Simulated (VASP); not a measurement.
# TiSn7O16 (a cell with a defect) in VASP: single point with PBE

Aim: the single point of TiSn7O16 (a cell with a defect) with PBE.

Everything below comes from runs of VASP 6.6.1. Logs are shortened: lines on timing, memory, paths and dates and some standing lists are left out, and cuts for length are marked.

## 1. The cell of the first run

The cell holds a defect, 24 atoms: a = 7.420 Å, b = 7.420 Å, c = 7.420 Å, α = 100.63°, β = 100.63°, γ = 129.13°.

## 2. Single point, PBE

Contents of INCAR:

```
SYSTEM = TiSn7O16
PREC = Accurate
ENCUT = 520
EDIFF = 1E-6
ISMEAR = -1
SIGMA = 0.01
LREAL = Auto
LASPH = .TRUE.
NELM = 100
ALGO = Normal
ISIF = 2
LWAVE = .FALSE.
LCHARG = .FALSE.
GGA = PE
NBANDS = 121
```

Contents of KPOINTS:

```
Automatic mesh
0
G
  4 4 4
  0 0 0
```

Contents of POSCAR:

```
TiSn7O16
1.0
   -4.7380000000      4.7380000000      3.1865000000
    4.7380000000     -4.7380000000      3.1865000000
    4.7380000000      4.7380000000     -3.1865000000
Ti Sn O
1 7 16
Direct
    0.0000000000      0.0000000000      0.0000000000
    0.5000000000      0.5000000000      0.0000000000
    0.5000000000      0.0000000000      0.5000000000
    0.0000000000      0.5000000000      0.5000000000
    0.5000000000      0.5000000000      0.5000000000
    0.0000000000      0.0000000000      0.5000000000
    0.0000000000      0.5000000000      0.0000000000
    0.5000000000      0.0000000000      0.0000000000
    0.1496349188      0.1496349188      0.2992698376
    0.6519711651      0.6519711651      0.3039423302
    0.6482388843      0.1571632186      0.8054021029
    0.1571632186      0.6482388843      0.8054021029
    0.6526517770      0.3473482230      0.5000000000
    0.1526517770      0.8473482230      0.5000000000
    0.1422627192      0.3320237861      0.0000000000
    0.6679762139      0.8577372808      0.0000000000
    0.3480288349      0.3480288349      0.6960576698
    0.8503650812      0.8503650812      0.7007301624
    0.8428367814      0.3517611157      0.1945978971
    0.3517611157      0.8428367814      0.1945978971
    0.3473482230      0.6526517770      0.5000000000
    0.8473482230      0.1526517770      0.5000000000
    0.8577372808      0.6679762139      0.0000000000
    0.3320237861      0.1422627192      0.0000000000
```

Potentials or basis: VASP PAW PBE potentials, release 64 (Ti_sv, Sn_d, O).

On the command line:

```console
cat potpaw_PBE.64/Ti_sv/POTCAR potpaw_PBE.64/Sn_d/POTCAR potpaw_PBE.64/O/POTCAR > POTCAR
mpirun -np 1 vasp_std > vasp.out
```

OUTCAR:

```text
SYSTEM = TiSn7O16
   PREC = Accurate
   ENCUT = 520
   EDIFF = 1E-6
   ISMEAR = -1
   LREAL = Auto
   LASPH = .TRUE.
   NELM = 100
   ISIF = 2
   GGA = PE

 ion  position               nearest neighbor table
   1  0.000  0.000  0.000-  15 1.98  16 1.98  23 1.98  24 1.98   9 2.01  18 2.01   2 3.19   2 3.19

   2  0.500  0.500  0.000-  10 2.04  17 2.04  16 2.10  15 2.10  23 2.10  24 2.10   1 3.19   1 3.19
                             8 3.71   5 3.71   6 3.71   5 3.71   8 3.71   7 3.71   7 3.71   6 3.71
   3  0.500  0.000  0.500-  11 2.05  20 2.05  14 2.06  13 2.06  21 2.06  22 2.06   4 3.19   4 3.19
                             8 3.71   5 3.71   6 3.71   8 3.71   5 3.71   6 3.71   7 3.71   7 3.71
   4  0.000  0.500  0.500-  12 2.05  19 2.05  14 2.06  13 2.06  21 2.06  22 2.06   3 3.19   3 3.19
                             8 3.71   5 3.71   6 3.71   7 3.71   6 3.71   5 3.71   7 3.71   8 3.71
   5  0.500  0.500  0.500-  13 2.05  21 2.05  17 2.07  10 2.07  18 2.09   9 2.09   6 3.19   6 3.19
                             4 3.71   2 3.71   2 3.71   3 3.71   4 3.71   3 3.71
   6  0.000  0.000  0.500-  14 2.05  22 2.05  17 2.07  10 2.07  18 2.09   9 2.09   5 3.19   5 3.19
                             4 3.71   2 3.71   4 3.71   3 3.71   3 3.71   2 3.71
   7  0.000  0.500  0.000-  11 2.06  20 2.06  19 2.06  12 2.06  15 2.08  23 2.08   8 3.19   8 3.19
                             4 3.71   2 3.71   4 3.71   2 3.71   3 3.71   3 3.71
   8  0.500  0.000  0.000-  12 2.06  19 2.06  11 2.06  20 2.06  16 2.08  24 2.08   7 3.19   7 3.19
                             4 3.71   2 3.71   3 3.71   2 3.71   3 3.71   4 3.71
   9  0.150  0.150  0.299-   1 2.01   6 2.09   5 2.09
  10  0.652  0.652  0.304-   2 2.04   6 2.07   5 2.07
  11  0.648  0.157  0.805-   3 2.05   7 2.06   8 2.06
  12  0.157  0.648  0.805-   4 2.05   8 2.06   7 2.06
  13  0.653  0.347  0.500-   5 2.05   4 2.06   3 2.06
  14  0.153  0.847  0.500-   6 2.05   4 2.06   3 2.06
[... 8 lines left out ...]
  23  0.858  0.668  0.000-   1 1.98   7 2.08   2 2.10
  24  0.332  0.142  0.000-   1 1.98   8 2.08   2 2.10

  LATTYP: Found a body centered tetragonal cell.
 ALAT       =     9.4760000000
 C/A-ratio  =     0.6725411566

  Lattice vectors:

 A1 = (  -4.7380000000,   4.7380000000,   3.1865000000)
 A2 = (   4.7380000000,  -4.7380000000,   3.1865000000)
 A3 = (   4.7380000000,   4.7380000000,  -3.1865000000)

Analysis of symmetry for initial positions (statically):
=====================================================================
 Subroutine PRICEL returns:
 Original cell was already a primitive cell.

 Routine SETGRP: Setting up the symmetry group for a
 body centered tetragonal supercell.

 Subroutine GETGRP returns: Found  8 space group operations
 (whereof  8 operations were pure point group operations)
 out of a pool of 16 trial point group operations.

The static configuration has the point symmetry D_2h.

Analysis of symmetry for dynamics (positions and initial velocities):
=====================================================================
 Subroutine PRICEL returns:
 Original cell was already a primitive cell.

 Routine SETGRP: Setting up the symmetry group for a
 body centered tetragonal supercell.

 Subroutine GETGRP returns: Found  8 space group operations
 (whereof  8 operations were pure point group operations)
 out of a pool of 16 trial point group operations.

The dynamic configuration has the point symmetry D_2h.

 Subroutine INISYM returns: Found  8 space group operations
 (whereof  8 operations are pure point group operations),
 and found     1 'primitive' translations

----------------------------------------------------------------------------------------

                                     Primitive cell

  volume of cell :     286.1304

  direct lattice vectors                    reciprocal lattice vectors
    -4.738000000  4.738000000  3.186500000     0.000000000  0.105529759  0.156911972
     4.738000000 -4.738000000  3.186500000     0.105529759  0.000000000  0.156911972
     4.738000000  4.738000000 -3.186500000     0.105529759  0.105529759  0.000000000

  length of vectors
     7.419640844  7.419640844  7.419640844     0.189097586  0.189097586  0.149241617

  position of ions in fractional coordinates (direct lattice)
     0.000000000  0.000000000  0.000000000
     0.500000000  0.500000000  0.000000000
     0.500000000  0.000000000  0.500000000
     0.000000000  0.500000000  0.500000000
     0.500000000  0.500000000  0.500000000
     0.000000000  0.000000000  0.500000000
[... 16 lines left out ...]
     0.857737281  0.667976214  0.000000000
     0.332023786  0.142262719  0.000000000

  ion indices of the primitive-cell ions
   primitive index   ion index
                 1           1
                 2           2
                 3           3
                 4           4
                 5           5
                 6           6
[... 16 lines left out ...]
                23          23
                24          24

----------------------------------------------------------------------------------------

 KPOINTS: Automatic mesh

Automatic generation of k-mesh.
 Grid dimensions read from file:
 generate k-points for:    4    4    4

 Generating k-lattice:

  Cartesian coordinates                     Fractional coordinates (reciprocal lattice)
     0.000000000  0.026382440  0.039227993     0.250000000  0.000000000  0.000000000
     0.026382440  0.000000000  0.039227993     0.000000000  0.250000000  0.000000000
     0.026382440  0.026382440  0.000000000     0.000000000  0.000000000  0.250000000

  Length of vectors
     0.047274397  0.047274397  0.037310404

  Shift w.r.t. Gamma in fractional coordinates (k-lattice)
     0.000000000  0.000000000  0.000000000

 Subroutine IBZKPT returns following result:
 ===========================================

 Found     18 irreducible k-points:

 Following reciprocal coordinates:
            Coordinates               Weight
  0.000000  0.000000  0.000000      1.000000
  0.250000  0.000000 -0.000000      8.000000
  0.500000  0.000000 -0.000000      4.000000
  0.250000  0.250000 -0.000000      4.000000
  0.500000  0.000000 -0.250000      4.000000
  0.500000  0.250000 -0.000000      8.000000
[... 10 lines left out ...]
 -0.250000 -0.250000  0.250000      2.000000
  0.500000  0.500000  0.500000      1.000000
   k-points           NKPTS =     18   k-points in BZ     NKDIM =     18   number of bands    NBANDS=    121
   number of dos      NEDOS =    301   number of ions     NIONS =     24
   total plane-waves  NPLWV = 175616
   dimension x,y,z NGX =    56 NGY =   56 NGZ =   56
   dimension x,y,z NGXF=   112 NGYF=  112 NGZF=  112
   ions per type =               1   7  16
   NGX,Y,Z   is equivalent  to a cutoff of  12.55, 12.55, 12.55 a.u.
   NGXF,Y,Z  is equivalent  to a cutoff of  25.09, 25.09, 25.09 a.u.
 SYSTEM =  TiSn7O16
   PREC   = accura    normal or accurate (medium, high low for compatibility)
   ISTART =      0    job   : 0-new  1-cont  2-samecut
   ICHARG =      2    charge: 1-file 2-atom 10-const
   ISPIN  =      1    spin polarized calculation?
   LNONCOLLINEAR =      F non collinear calculations
   LSORBIT =      F    spin-orbit coupling
   LASPH  =      T    aspherical Exc in radial PAW
   ENCUT  =  520.0 eV  38.22 Ry    6.18 a.u.  13.80 13.80 13.80*2*pi/ulx,y,z
   NELM   =    100;   NELMIN=  2; NELMDL= -5     # of ELM steps
   EDIFF  = 0.1E-05   stopping-criterion for ELM
   LREAL  =      T    real-space projection
   EDIFFG = 0.1E-04   stopping-criterion for IOM
   NSW    =      0    number of steps for IOM
   IBRION =     -1    ionic relax: 0-MD 1-quasi-New 2-CG
   NFREE  =      0    steps in history (QN), initial steepest desc. (CG)
   ISIF   =      2    stress and relaxation
   ISYM   =      2    0-nonsym 1-usesym 2-fastsym
   POTIM  = 0.5000    time-step for ionic-motion
   TEBEG  =    0.0;   TEEND  =   0.0 temperature during run
   PSTRESS=    0.0 pullay stress
   NELECT =     206.0000    total number of electrons
   NUPDOWN=      -1.0000    fix difference up-down
   EMIN   =  10.00;   EMAX   =-10.00  energy-range for DOS
   EFERMI =   0.00;   METHOD = LEGACY
   ISMEAR =    -1;   SIGMA  =   0.01  broadening in eV -4-tet -1-fermi 0-gaus
   EFERMI_NEDOS =   21; number of points for ismear=-14 and -15
   IALGO  =     38    algorithm
   IMIX   =      4    mixing-type and parameters
     AMIX     =   0.40;   BMIX     =  1.00
     AMIX_MAG =   1.60;   BMIX_MAG =  1.00
  volume/ion in A,a.u.               =      11.92        80.45
  Fermi-wavevector in a.u.,A,eV,Ry     =   1.467267  2.772733 29.291619  2.152873
  Thomas-Fermi vector in A             =   2.582905
   LORBIT       =      0    0 simple, 1 ext, 2 COOP (PROOUT), +10 PAW based schemes
   GGA     = PE    functional components
   LHFCALC =     F    Hartree Fock is set to
   AEXX    =    0.0000 exact exchange contribution
   IVDW    =     0    specifies the selected vdW correction
   LEPSILON=     F    determine dielectric tensor
   LRPA    =     F    only Hartree local field effects (RPA)
 non-spin polarized calculation
  energy-cutoff  :      520.00
  volume of cell :      286.13
 maximum number of plane-waves:      7740
   NGX = 27   NGY = 27   NGZ = 27

 number of electron     206.0000079 magnetization

 Free energy of the ion-electron system (eV)
  ---------------------------------------------------
  ext. energy  EPLUGINS =         0.00000000
  ---------------------------------------------------
  free energy    TOTEN  =      -156.86709909 eV

  energy without entropy =     -156.86709909  energy(sigma->0) =     -156.86709909

 E-fermi :   6.1966     XC(G=0): -11.1950

 val. band max:        5.8714012968   @ k =   0.0000   0.0000   0.0000
 cond. band min:       7.4931757907   @ k =   0.0000   0.0000   0.0000
 fundamental gap:      1.6217744939
 Fermi energy:         6.1966291428

 k-point     1 :       0.0000    0.0000    0.0000
  band No.  band energies     occupation
      1     -50.9888      2.00000
      2     -27.2766      2.00000
      3     -27.2314      2.00000
      4     -27.1186      2.00000
      5     -15.3255      2.00000
      6     -15.2934      2.00000
[... 107 lines left out ...]
    114      12.2176      0.00000
    115      12.2812      0.00000

 k-point     2 :       0.2500    0.0000   -0.0000
  band No.  band energies     occupation
      1     -50.9888      2.00000
      2     -27.2770      2.00000
      3     -27.2315      2.00000
      4     -27.1186      2.00000
      5     -15.2334      2.00000
      6     -15.1988      2.00000
[... 1880 lines left out ...]
 k-point    18 :       0.5000    0.5000    0.5000
  band No.  band energies     occupation
      1     -50.9888      2.00000
      2     -27.2767      2.00000
      3     -27.2315      2.00000
      4     -27.1187      2.00000
      5     -15.1070      2.00000
      6     -15.0941      2.00000
[... 107 lines left out ...]
    114      11.5472      0.00000
    115      11.8576      0.00000
 [bands above 115 left out]

------------------------ aborting loop because EDIFF is reached ----------------------------------------

  FORCE on cell =-STRESS in cart. coord.  units (eV):
  Direction    XX          YY          ZZ          XY          YZ          ZX
  --------------------------------------------------------------------------------------
  -------------------------------------------------------------------------------------
  Total       12.6016913     12.6016913     13.6197665     -0.2014675      0.0000000      0.0000000
  in kB       70.5627330     70.5627330     76.2634093     -1.1281105      0.0000000      0.0000000
  external PRESSURE =      72.4629585 kB  Pullay stress =       0.0000000 kB

 VOLUME and BASIS-vectors are now :
 -----------------------------------------------------------------------------
  energy-cutoff  :      520.00
  volume of cell :      286.13
      direct lattice vectors                 reciprocal lattice vectors
    -4.738000000  4.738000000  3.186500000     0.000000000  0.105529759  0.156911972
     4.738000000 -4.738000000  3.186500000     0.105529759  0.000000000  0.156911972
     4.738000000  4.738000000 -3.186500000     0.105529759  0.105529759  0.000000000

 POSITION                                       TOTAL-FORCE (eV/Angst)
 -----------------------------------------------------------------------------------
      0.00000      0.00000      0.00000        -0.000000      0.000000     -0.000000
      0.00000      0.00000      3.18650        -0.000000     -0.000000     -0.000000
      0.00000      4.73800      0.00000        -0.000000      0.000000     -0.000000
      4.73800      0.00000      0.00000        -0.000000      0.000000     -0.000000
      2.36900      2.36900      1.59325        -0.000000      0.000000     -0.000000
      2.36900      2.36900     -1.59325        -0.000000      0.000000     -0.000000
[... 16 lines left out ...]
     -0.89909      0.89909      4.86169        -0.007079      0.007079      0.000080
     -0.89909      0.89909      1.51131        -0.007079      0.007079     -0.000080
 -----------------------------------------------------------------------------------
    total drift:                                0.000000     -0.000000      0.000000

  FREE ENERGIE OF THE ION-ELECTRON SYSTEM (eV)
  ---------------------------------------------------
  free  energy   TOTEN  =      -156.8670990924 eV

  energy  without entropy=     -156.8670990924  energy(sigma->0) =     -156.86709909
```

It took 16 min on 1 thread of Intel Xeon 6975P-C (Granite Rapids), shared host; peak memory 0.64 GiB.

What came out:

- Free energy: -156.8671 eV
- Pressure: 7.2 GPa
- Largest force: 0.026 eV/Å
- Band gap on the k mesh: 1.62 eV

Forces on the atoms (eV/Å):
```
Ti   0.000  0.000  0.000
Sn   0.000  0.000  0.000
Sn   0.000  0.000  0.000
Sn   0.000  0.000  0.000
Sn   0.000  0.000  0.000
Sn   0.000  0.000  0.000
Sn   0.000  0.000  0.000
Sn   0.000  0.000  0.000
O   -0.018 -0.018  0.000
O   -0.008 -0.008  0.000
O   -0.009 -0.013  0.000
O   -0.013 -0.009  0.000
O    0.008 -0.008  0.000
O    0.008 -0.008  0.000
O    0.007 -0.007  0.000
O    0.007 -0.007  0.000
O    0.008  0.008  0.000
O    0.018  0.018  0.000
O    0.013  0.009  0.000
O    0.009  0.013  0.000
O   -0.008  0.008  0.000
O   -0.008  0.008  0.000
O   -0.007  0.007  0.000
O   -0.007  0.007  0.000
```

Levels at points of the mesh, in eV from the valence-band top:
```csv
k point,band 101,band 102,band 103,band 104,band 105,band 106
"(0.00, 0.00, 0.00)",-0.71,-0.70,0.00,1.62,2.23,3.12
"(0.50, 0.00, 0.00)",-0.67,-0.57,-0.41,2.71,2.94,3.16
"(0.50, 0.50, 0.00)",-0.77,-0.57,-0.38,2.28,3.07,3.16
"(0.00, 0.00, 0.50)",-0.75,-0.51,-0.44,2.15,3.12,3.17
"(0.50, 0.50, 0.50)",-0.62,-0.59,-0.51,2.21,3.03,3.11
```

Caveat: spin-orbit coupling is left out, which moves the levels of the heavy elements.
